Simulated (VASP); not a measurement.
# Ti (Pm-3m) in VASP: further runs

Runs on Ti. Level: BLYP. Tasks: single point.

Everything below comes from runs of VASP 6.6.1. Logs are shortened: lines on timing, memory, paths and dates and some standing lists are left out, and cuts for length are marked.

### Step 1. The cell of the first run

It takes space group Pm-3m (No. 221, cubic). The conventional cell has a = 2.601 Å, b = 2.601 Å, c = 2.601 Å, α = 90.00°, β = 90.00°, γ = 90.00°. Ti (site symmetry m-3m) has 6 Ti at 2.60 Å within 3.4 Å.

### Step 2. Single point, BLYP (volume scaled by 0.92)

INCAR

```
SYSTEM = Ti
PREC = Accurate ; ENCUT = 520
EDIFF = 1E-6 ; ISMEAR = -1
SIGMA = 0.1 ; LREAL = .FALSE.
LASPH = .TRUE. ; NELM = 80
ALGO = Normal ; ISIF = 2
LWAVE = .FALSE. ; LCHARG = .TRUE.
GGA = B5 ; ALDAX = 1.0
AGGAX = 1.0 ; AGGAC = 1.0
ALDAC = 0.0 ; LELF = .TRUE.
LVHAR = .TRUE. ; NBANDS = 12
```

KPOINTS

```
regular mesh
0
G
  13 13 13
  0 0 0
```

POSCAR

```
Ti
1.0
    2.6010194273      0.0000000000      0.0000000000
    0.0000000000      2.6010194273      0.0000000000
    0.0000000000      0.0000000000      2.6010194273
Ti
1
Direct
    0.0000000000      0.0000000000      0.0000000000
```

Potentials or basis: VASP PAW PBE potentials, release 64 (Ti_sv).

On the command line:

```
> cat potpaw_PBE.64/Ti_sv/POTCAR > POTCAR
> mpirun -np 1 vasp_std > vasp.out
```

OUTCAR:

```text
SYSTEM = Ti
   PREC = Accurate
   ENCUT = 520
   EDIFF = 1E-6
   ISMEAR = -1
   LREAL = .FALSE.
   LASPH = .TRUE.
   NELM = 80
   ISIF = 2
   GGA = B5

 ion  position               nearest neighbor table
   1  0.000  0.000  0.000-

  LATTYP: Found a simple cubic cell.
 ALAT       =     2.6010194273

  Lattice vectors:

 A1 = (   2.6010194273,   0.0000000000,   0.0000000000)
 A2 = (   0.0000000000,   2.6010194273,   0.0000000000)
 A3 = (   0.0000000000,   0.0000000000,   2.6010194273)

Analysis of symmetry for initial positions (statically):
=====================================================================
 Subroutine PRICEL returns:
 Original cell was already a primitive cell.

 Routine SETGRP: Setting up the symmetry group for a
 simple cubic supercell.

 Subroutine GETGRP returns: Found 48 space group operations
 (whereof 48 operations were pure point group operations)
 out of a pool of 48 trial point group operations.

The static configuration has the point symmetry O_h .

Analysis of symmetry for dynamics (positions and initial velocities):
=====================================================================
 Subroutine PRICEL returns:
 Original cell was already a primitive cell.

 Routine SETGRP: Setting up the symmetry group for a
 simple cubic supercell.

 Subroutine GETGRP returns: Found 48 space group operations
 (whereof 48 operations were pure point group operations)
 out of a pool of 48 trial point group operations.

The dynamic configuration has the point symmetry O_h .

 Subroutine INISYM returns: Found 48 space group operations
 (whereof 48 operations are pure point group operations),
 and found     1 'primitive' translations

----------------------------------------------------------------------------------------

                                     Primitive cell

  volume of cell :      17.5967

  direct lattice vectors                    reciprocal lattice vectors
     2.601019427  0.000000000  0.000000000     0.384464641  0.000000000  0.000000000
     0.000000000  2.601019427  0.000000000     0.000000000  0.384464641  0.000000000
     0.000000000  0.000000000  2.601019427     0.000000000  0.000000000  0.384464641

  length of vectors
     2.601019427  2.601019427  2.601019427     0.384464641  0.384464641  0.384464641

  position of ions in fractional coordinates (direct lattice)
     0.000000000  0.000000000  0.000000000
[... 81 lines left out ...]
   NFREE  =      0    steps in history (QN), initial steepest desc. (CG)
   ISIF   =      2    stress and relaxation
   ISYM   =      2    0-nonsym 1-usesym 2-fastsym
   POTIM  = 0.5000    time-step for ionic-motion
   TEBEG  =    0.0;   TEEND  =   0.0 temperature during run
   PSTRESS=    0.0 pullay stress
   NELECT =      12.0000    total number of electrons
   NUPDOWN=      -1.0000    fix difference up-down
   EMIN   =  10.00;   EMAX   =-10.00  energy-range for DOS
   EFERMI =   0.00;   METHOD = LEGACY
   ISMEAR =    -1;   SIGMA  =   0.10  broadening in eV -4-tet -1-fermi 0-gaus
   EFERMI_NEDOS =   21; number of points for ismear=-14 and -15
   IALGO  =     38    algorithm
   IMIX   =      4    mixing-type and parameters
     AMIX     =   0.40;   BMIX     =  1.00
     AMIX_MAG =   1.60;   BMIX_MAG =  1.00
  volume/ion in A,a.u.               =      17.60       118.75
  Fermi-wavevector in a.u.,A,eV,Ry     =   1.440981  2.723060 28.251502  2.076427
  Thomas-Fermi vector in A             =   2.559665
   LORBIT       =      0    0 simple, 1 ext, 2 COOP (PROOUT), +10 PAW based schemes
   GGA     = B5    functional components
   LHFCALC =     F    Hartree Fock is set to
   AEXX    =    0.0000 exact exchange contribution
   IVDW    =     0    specifies the selected vdW correction
   LEPSILON=     F    determine dielectric tensor
   LRPA    =     F    only Hartree local field effects (RPA)
 non-spin polarized calculation
  energy-cutoff  :      520.00
  volume of cell :       17.60
 maximum number of plane-waves:       484
 NGX is ok and might be reduce to    20
   NGX =  9   NGY =  9   NGZ =  9

 number of electron      11.9999997 magnetization

 Free energy of the ion-electron system (eV)
  ---------------------------------------------------
  ext. energy  EPLUGINS =         0.00000000
  ---------------------------------------------------
  free energy    TOTEN  =        -6.07043978 eV

  energy without entropy =       -6.00006056  energy(sigma->0) =       -6.03525017

 E-fermi :   8.4518     XC(G=0): -10.7696

 val. band max:        8.4334691524   @ k =   0.2308   0.1538   0.1538
 cond. band min:       8.4542915802   @ k =   0.3077   0.0769   0.0769
 fundamental gap:      0.0208224278
 Fermi energy:         8.4517923673

 k-point     1 :       0.0000    0.0000    0.0000
  band No.  band energies     occupation
      1     -47.8288      2.00000
      2     -23.7100      2.00000
      3     -23.7100      2.00000
      4     -23.7100      2.00000
      5       2.8604      2.00000
      6       7.0208      2.00000
      7       7.0208      2.00000
      8      12.5018      0.00000
      9      12.5018      0.00000
     10      12.5018      0.00000
     11      24.7617      0.00000
     12      24.7617      0.00000
[... 331 lines left out ...]
 k-point    24 :       0.3846    0.3077    0.0000
  band No.  band energies     occupation
      1     -47.6010      2.00000
      2     -24.4847      2.00000
      3     -24.2754      2.00000
      4     -23.5753      2.00000
      5       6.3252      2.00000
      6       7.8342      1.99585
      7      10.3421      0.00000
      8      11.0197      0.00000
      9      11.4357      0.00000
     10      11.7108      0.00000
     11      17.0145      0.00000
     12      21.5923      0.00000

 [... further k-points ...]

------------------------ aborting loop because EDIFF is reached ----------------------------------------

  FORCE on cell =-STRESS in cart. coord.  units (eV):
  Direction    XX          YY          ZZ          XY          YZ          ZX
  --------------------------------------------------------------------------------------
  -------------------------------------------------------------------------------------
  Total        0.7346395      0.7346395      0.7346395      0.0000000      0.0000000      0.0000000
  in kB       66.8889058     66.8889058     66.8889058      0.0000000      0.0000000      0.0000000
  external PRESSURE =      66.8889058 kB  Pullay stress =       0.0000000 kB

 VOLUME and BASIS-vectors are now :
 -----------------------------------------------------------------------------
  energy-cutoff  :      520.00
  volume of cell :       17.60
      direct lattice vectors                 reciprocal lattice vectors
     2.601019427  0.000000000  0.000000000     0.384464641  0.000000000  0.000000000
     0.000000000  2.601019427  0.000000000     0.000000000  0.384464641  0.000000000
     0.000000000  0.000000000  2.601019427     0.000000000  0.000000000  0.384464641

 POSITION                                       TOTAL-FORCE (eV/Angst)
 -----------------------------------------------------------------------------------
      0.00000      0.00000      0.00000         0.000000      0.000000      0.000000
 -----------------------------------------------------------------------------------
    total drift:                                0.000000      0.000000      0.000000

  FREE ENERGIE OF THE ION-ELECTRON SYSTEM (eV)
  ---------------------------------------------------
  free  energy   TOTEN  =        -6.0704397752 eV

  energy  without entropy=       -6.0000605614  energy(sigma->0) =       -6.03525017
```

OSZICAR:

```text
N       E                     dE             d eps       ncg     rms          rms(c)
DAV:   1     0.892180840730E+02    0.89218E+02   -0.65960E+03  2016   0.120E+03
DAV:   2    -0.215285648621E+01   -0.91371E+02   -0.88505E+02  2076   0.295E+02
DAV:   3    -0.644401800490E+01   -0.42912E+01   -0.41974E+01  2700   0.655E+01
DAV:   4    -0.653576233202E+01   -0.91744E-01   -0.91248E-01  2364   0.851E+00
DAV:   5    -0.653785200902E+01   -0.20897E-02   -0.20889E-02  2440   0.115E+00    0.761E+00
DAV:   6    -0.604162944108E+01    0.49622E+00   -0.12852E+00  2144   0.153E+01    0.236E+00
DAV:   7    -0.605460925973E+01   -0.12980E-01   -0.46703E-02  2448   0.207E+00    0.134E+00
DAV:   8    -0.607037948249E+01   -0.15770E-01   -0.34094E-02  2116   0.201E+00    0.634E-02
DAV:   9    -0.607048314763E+01   -0.10367E-03   -0.22036E-03  2552   0.452E-01    0.820E-02
DAV:  10    -0.607046422325E+01    0.18924E-04   -0.19893E-04  2128   0.146E-01    0.253E-02
DAV:  11    -0.607043930482E+01    0.24918E-04   -0.17464E-05  2536   0.621E-02    0.442E-03
DAV:  12    -0.607043977522E+01   -0.47040E-06   -0.99210E-07  1960   0.950E-03
   1 F= -.60704398E+01 E0= -.60352502E+01  d E =-.703792E-01
```

stdout:

```text
POSCAR found type information on POSCAR Ti
 POSCAR found :  1 types and       1 ions
 scaLAPACK will be used
 -----------------------------------------------------------------------------
|                                                                             |
|                                                                             |
|     You enforced a specific xc type in the INCAR file but a different       |
|     I HOPE YOU KNOW WHAT YOU ARE DOING!                                     |
|                                                                             |
 -----------------------------------------------------------------------------

 LDA part: xc-table for (Slater(with rela. corr.)+VWN5), standard interpolation
 POSCAR, INCAR and KPOINTS ok, starting setup
 FFT: planning ... GRIDC
 FFT: planning ... GRID_SOFT
 FFT: planning ... GRID
 WAVECAR not read
 entering main loop
```

It took 12 s on 1 thread of Intel Xeon 6975P-C, shared host; peak memory 0.14 GiB.

What came out:

* Free energy: -6.0704 eV
* Pressure: 6.7 GPa
* Band gap on the k mesh: zero (band 6 reaches 9.13 eV, above the bottom of band 7 at 7.02 eV)

Levels at points of the mesh, in eV from the Fermi level:
```csv
k point,band 3,band 4,band 5,band 6,band 7,band 8,band 9,band 10
"(0.00, 0.00, 0.00)",-32.16,-32.16,-5.59,-1.43,-1.43,4.05,4.05,4.05
```

Caveat: the PAW data sets were made with another functional, which shifts forces and pressure a little.

(Part 1 of 2 ends here.)
